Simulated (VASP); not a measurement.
# CdF2 (fluorite type) (Immm) in VASP: a series of runs

Runs on CdF2 (fluorite type). Level: PBE. Tasks: electric field gradients.

All numbers are computed with VASP 6.6.1; they aren't measurements. Logs are shortened: lines on timing, memory, paths and dates and some standing lists are left out, and cuts for length are marked.

**1. The cell of the first run**

The structure is orthorhombic, space group Immm (No. 71). The conventional cell has a = 3.837 Å, b = 3.915 Å, c = 5.481 Å, α = 90.00°, β = 90.00°, γ = 90.00°. Within 3.1 Å of Cd (site symmetry mmm) lie 8 F at 2.36 to 2.39 Å. F (site symmetry mm2) has 4 Cd at 2.36 to 2.39 Å and 6 F at 2.74 Å within 3.1 Å.

**2. Electric field gradients, PBE (xy shear strain of -2 %)**

INCAR

```
SYSTEM = CdF2
PREC = Accurate ; ENCUT = 520
EDIFF = 1E-8 ; ISMEAR = -1
SIGMA = 0.05 ; LREAL = .False.
LASPH = .True. ; NELM = 80
ALGO = Normal ; ISIF = 2
LWAVE = .False. ; LCHARG = .False.
GGA = PE ; LEFG = .True.
NBANDS = 20
```

KPOINTS

```
regular mesh
0
Gamma
  11 11 11
  0 0 0
```

POSCAR

```
CdF2
1.0
   -0.0274071972      2.7407197206      2.7407197206
    2.7407197206     -0.0274071972      2.7407197206
    2.7133125234      2.7133125234      0.0000000000
Cd F
1 2
Direct
    0.0000000000      0.0000000000      0.0000000000
    0.2500000000      0.2500000000      0.2500000000
    0.7500000000      0.7500000000      0.7500000000
```

Potentials or basis: VASP PAW PBE potentials, release 64 (Cd, F).

Started as:

```console
$ cat potpaw_PBE.64/Cd/POTCAR potpaw_PBE.64/F/POTCAR > POTCAR
$ mpirun -np 1 vasp_std > vasp.out
```

OUTCAR:

```text
SYSTEM = CdF2
   PREC = Accurate
   ENCUT = 520
   EDIFF = 1E-8
   ISMEAR = -1
   LREAL = .False.
   LASPH = .True.
   NELM = 80
   ISIF = 2
   GGA = PE

 ion  position               nearest neighbor table
   1  0.000  0.000  0.000-   3 2.36   2 2.36   3 2.36   2 2.36   3 2.39   3 2.39   2 2.39   2 2.39

   2  0.250  0.250  0.250-   1 2.36   1 2.36   1 2.39   1 2.39
   3  0.750  0.750  0.750-   1 2.36   1 2.36   1 2.39   1 2.39

  LATTYP: Found a body centered orthorhombic cell.
 ALAT       =     3.8372033695
 B/A-ratio  =     1.0202020202
 C/A-ratio  =     1.4284985478

  Lattice vectors:

 A1 = (   0.0274071972,  -2.7407197206,  -2.7407197206)
 A2 = (  -0.0274071972,   2.7407197206,  -2.7407197206)
 A3 = (   2.7407197206,  -0.0274071972,   2.7407197206)

Analysis of symmetry for initial positions (statically):
=====================================================================
 Subroutine PRICEL returns:
 Original cell was already a primitive cell.

 Routine SETGRP: Setting up the symmetry group for a
 body centered orthorhombic supercell.

 Subroutine GETGRP returns: Found  8 space group operations
 (whereof  8 operations were pure point group operations)
 out of a pool of  8 trial point group operations.

The static configuration has the point symmetry D_2h.

Analysis of symmetry for dynamics (positions and initial velocities):
=====================================================================
 Subroutine PRICEL returns:
 Original cell was already a primitive cell.

 Routine SETGRP: Setting up the symmetry group for a
 body centered orthorhombic supercell.

 Subroutine GETGRP returns: Found  8 space group operations
 (whereof  8 operations were pure point group operations)
 out of a pool of  8 trial point group operations.

The dynamic configuration has the point symmetry D_2h.

 Subroutine INISYM returns: Found  8 space group operations
 (whereof  8 operations are pure point group operations),
 and found     1 'primitive' translations

----------------------------------------------------------------------------------------

                                     Primitive cell

  volume of cell :      41.1700

  direct lattice vectors                    reciprocal lattice vectors
    -0.027407197  2.740719721  2.740719721    -0.180627556  0.180627556  0.182433832
     2.740719721 -0.027407197  2.740719721     0.180627556 -0.180627556  0.182433832
     2.713312523  2.713312523  0.000000000     0.184276598  0.184276598 -0.182433832

  length of vectors
     3.876059897  3.876059897  3.837203370     0.313902423  0.313902423  0.318116066

  position of ions in fractional coordinates (direct lattice)
     0.000000000  0.000000000  0.000000000
     0.250000000  0.250000000  0.250000000
     0.750000000  0.750000000  0.750000000

  ion indices of the primitive-cell ions
   primitive index   ion index
                 1           1
                 2           2
                 3           3

----------------------------------------------------------------------------------------

 KPOINTS: regular mesh

Automatic generation of k-mesh.
 Grid dimensions read from file:
 generate k-points for:   11   11   11

 Generating k-lattice:

  Cartesian coordinates                     Fractional coordinates (reciprocal lattice)
    -0.016420687  0.016420687  0.016584894     0.090909091 -0.000000000  0.000000000
     0.016420687 -0.016420687  0.016584894    -0.000000000  0.090909091  0.000000000
     0.016752418  0.016752418 -0.016584894    -0.000000000 -0.000000000  0.090909091

  Length of vectors
     0.028536584  0.028536584  0.028919642

  Shift w.r.t. Gamma in fractional coordinates (k-lattice)
     0.000000000  0.000000000  0.000000000

 Subroutine IBZKPT returns following result:
 ===========================================

 Found    216 irreducible k-points:

 Following reciprocal coordinates:
            Coordinates               Weight
  0.000000  0.000000  0.000000      1.000000
  0.090909 -0.000000  0.000000      4.000000
  0.181818 -0.000000  0.000000      4.000000
  0.272727 -0.000000  0.000000      4.000000
  0.363636  0.000000  0.000000      4.000000
  0.454545  0.000000  0.000000      4.000000
[... 16 lines left out ...]
 -0.272727  0.181818  0.000000      4.000000
 -0.181818  0.181818  0.000000      2.000000
 [... further k-points ...]
   k-points           NKPTS =    216   k-points in BZ     NKDIM =    216   number of bands    NBANDS=     20
   number of dos      NEDOS =    301   number of ions     NIONS =      3
   total plane-waves  NPLWV =  27000
   dimension x,y,z NGX =    30 NGY =   30 NGZ =   30
   dimension x,y,z NGXF=    60 NGYF=   60 NGZF=   60
   ions per type =               1   2
   NGX,Y,Z   is equivalent  to a cutoff of  12.87, 12.87, 13.00 a.u.
   NGXF,Y,Z  is equivalent  to a cutoff of  25.73, 25.73, 25.99 a.u.
 SYSTEM =  CdF2
   PREC   = accura    normal or accurate (medium, high low for compatibility)
   ISTART =      0    job   : 0-new  1-cont  2-samecut
   ICHARG =      2    charge: 1-file 2-atom 10-const
   ISPIN  =      1    spin polarized calculation?
   LNONCOLLINEAR =      F non collinear calculations
   LSORBIT =      F    spin-orbit coupling
   LASPH  =      T    aspherical Exc in radial PAW
   ENCUT  =  520.0 eV  38.22 Ry    6.18 a.u.   7.21  7.21  7.13*2*pi/ulx,y,z
   NELM   =     80;   NELMIN=  2; NELMDL= -5     # of ELM steps
   EDIFF  = 0.1E-07   stopping-criterion for ELM
   LREAL  =      F    real-space projection
   EDIFFG = 0.1E-06   stopping-criterion for IOM
   NSW    =      0    number of steps for IOM
   IBRION =     -1    ionic relax: 0-MD 1-quasi-New 2-CG
   NFREE  =      0    steps in history (QN), initial steepest desc. (CG)
   ISIF   =      2    stress and relaxation
   ISYM   =      2    0-nonsym 1-usesym 2-fastsym
   POTIM  = 0.5000    time-step for ionic-motion
   TEBEG  =    0.0;   TEEND  =   0.0 temperature during run
   PSTRESS=    0.0 pullay stress
   NELECT =      26.0000    total number of electrons
   NUPDOWN=      -1.0000    fix difference up-down
   EMIN   =  10.00;   EMAX   =-10.00  energy-range for DOS
   EFERMI =   0.00;   METHOD = LEGACY
   ISMEAR =    -1;   SIGMA  =   0.05  broadening in eV -4-tet -1-fermi 0-gaus
   EFERMI_NEDOS =   21; number of points for ismear=-14 and -15
   IALGO  =     38    algorithm
   IMIX   =      4    mixing-type and parameters
     AMIX     =   0.40;   BMIX     =  1.00
     AMIX_MAG =   1.60;   BMIX_MAG =  1.00
  volume/ion in A,a.u.               =      13.72        92.61
  Fermi-wavevector in a.u.,A,eV,Ry     =   1.404556  2.654226 26.841277  1.972778
  Thomas-Fermi vector in A             =   2.527106
   LORBIT       =      0    0 simple, 1 ext, 2 COOP (PROOUT), +10 PAW based schemes
   GGA     = PE    functional components
   LHFCALC =     F    Hartree Fock is set to
   AEXX    =    0.0000 exact exchange contribution
   IVDW    =     0    specifies the selected vdW correction
   LEPSILON=     F    determine dielectric tensor
   LRPA    =     F    only Hartree local field effects (RPA)
 non-spin polarized calculation
  energy-cutoff  :      520.00
  volume of cell :       41.17
 maximum number of plane-waves:      1122
 NGX is ok and might be reduce to    30
   NGX = 15   NGY = 15   NGZ = 15

 number of electron      25.9999994 magnetization

 Free energy of the ion-electron system (eV)
  ---------------------------------------------------
  ext. energy  EPLUGINS =         0.00000000
  ---------------------------------------------------
  free energy    TOTEN  =       -10.90413946 eV

  energy without entropy =      -10.90413946  energy(sigma->0) =      -10.90413946

 E-fermi :  -0.6219     XC(G=0): -10.1348

 val. band max:       -1.7000244751   @ k =  -0.2727   0.4545   0.1818
 cond. band min:       1.2041751217   @ k =   0.0000   0.0000   0.0000
 fundamental gap:      2.9041995968
 Fermi energy:        -0.6218635840

 k-point     1 :       0.0000    0.0000    0.0000
  band No.  band energies     occupation
      1     -22.2181      2.00000
      2     -21.2495      2.00000
      3      -7.1780      2.00000
      4      -7.1656      2.00000
      5      -7.1515      2.00000
      6      -6.1689      2.00000
[... 12 lines left out ...]
     19      17.8409      0.00000
[... 513 lines left out ...]
      4      -6.9311      2.00000
      5      -6.5025      2.00000
      6      -6.2666      2.00000
[... 12 lines left out ...]
     19      16.2542      0.00000
     20      19.1270      0.00000

 [... further k-points ...]

------------------------ aborting loop because EDIFF is reached ----------------------------------------

  FORCE on cell =-STRESS in cart. coord.  units (eV):
  Direction    XX          YY          ZZ          XY          YZ          ZX
  --------------------------------------------------------------------------------------
  -------------------------------------------------------------------------------------
  Total        0.1455311      0.1455311      0.1448146      0.1086105      0.0000000      0.0000000
  in kB        5.6635124      5.6635124      5.6356310      4.2267054      0.0000000      0.0000000
  external PRESSURE =       5.6542186 kB  Pullay stress =       0.0000000 kB

 VOLUME and BASIS-vectors are now :
 -----------------------------------------------------------------------------
  energy-cutoff  :      520.00
  volume of cell :       41.17
      direct lattice vectors                 reciprocal lattice vectors
    -0.027407197  2.740719721  2.740719721    -0.180627556  0.180627556  0.182433832
     2.740719721 -0.027407197  2.740719721     0.180627556 -0.180627556  0.182433832
     2.713312523  2.713312523  0.000000000     0.184276598  0.184276598 -0.182433832

 POSITION                                       TOTAL-FORCE (eV/Angst)
 -----------------------------------------------------------------------------------
      0.00000      0.00000      0.00000         0.000000      0.000000      0.000000
      1.35666      1.35666      1.37036         0.000000      0.000000      0.029637
      4.06997      4.06997      4.11108        -0.000000     -0.000000     -0.029637
 -----------------------------------------------------------------------------------
    total drift:                                0.000000     -0.000000      0.000000

  FREE ENERGIE OF THE ION-ELECTRON SYSTEM (eV)
  ---------------------------------------------------
  free  energy   TOTEN  =       -10.9041394621 eV

  energy  without entropy=      -10.9041394620  energy(sigma->0) =      -10.90413946

 Electric field gradients (V/A^2)
---------------------------------------------------------------------
 ion       V_xx      V_yy      V_zz      V_xy      V_xz      V_yz
---------------------------------------------------------------------
   1       0.119     0.119    -0.238    -9.130     0.002     0.002
   2      -0.030    -0.030     0.061     2.801    -0.001    -0.001
   3      -0.030    -0.030     0.061     2.801    -0.001    -0.001
---------------------------------------------------------------------

 Electric field gradients after diagonalization (V/A^2)
 (convention: |V_zz| > |V_xx| > |V_yy|)
----------------------------------------------------------------------
 ion       V_xx      V_yy      V_zz     asymmetry (V_yy - V_xx)/ V_zz
----------------------------------------------------------------------
   1      -9.011    -0.238     9.249       0.949
   2       2.771     0.061    -2.831       0.957
   3       2.771     0.061    -2.831       0.957
----------------------------------------------------------------------

           NMR quadrupolar parameters

 Cq : quadrupolar parameter    Cq=e*Q*V_zz/h
 eta: asymmetry parameters     (V_yy - V_xx)/ V_zz
 Q  : nuclear electric quadrupole moment in mb (millibarn)
----------------------------------------------------------------------
 ion       Cq(MHz)       eta       Q (mb)
----------------------------------------------------------------------
   1       0.022       0.949       1.000
   2      -0.007       0.957       1.000
   3      -0.007       0.957       1.000
----------------------------------------------------------------------
```

It took 94 s on 1 thread of AMD EPYC 9R45 (Zen 5), shared host; peak memory 0.25 GiB.

What came out:

| Property | Result |
| --- | --- |
| Free energy | -10.9041 eV |
| Pressure | 0.6 GPa |
| Largest force | 0.030 eV/Å |
| Band gap on the k mesh | 2.90 eV (least direct gap 3.40 eV) |
| Largest electric field gradient by atom | Cd +9.2; F -2.8 V/Å² |

Forces on the atoms (eV/Å):
```
Cd   0.000  0.000  0.000
F    0.000  0.000  0.030
F    0.000  0.000 -0.030
```

Stress tensor (GPa, compression positive):
```
0.57 0.42 0.00
0.42 0.57 0.00
0.00 0.00 0.56
```

Electric field gradients, principal values (V/Å²):
```csv
atom,least,middle,greatest (by size)
1 Cd,-0.238,-9.011,9.249
2 F,0.061,2.771,-2.831
3 F,0.061,2.771,-2.831
```

Caveat: the cell differs from its parent crystal (xy shear strain of -2 %); without QUAD_EFG the Cq values of the log hold for a quadrupole moment of 1 mb, not for the nuclei; an odd mesh through Γ misses points on the zone boundary, where band edges can lie.

[end of part 1 of 2]
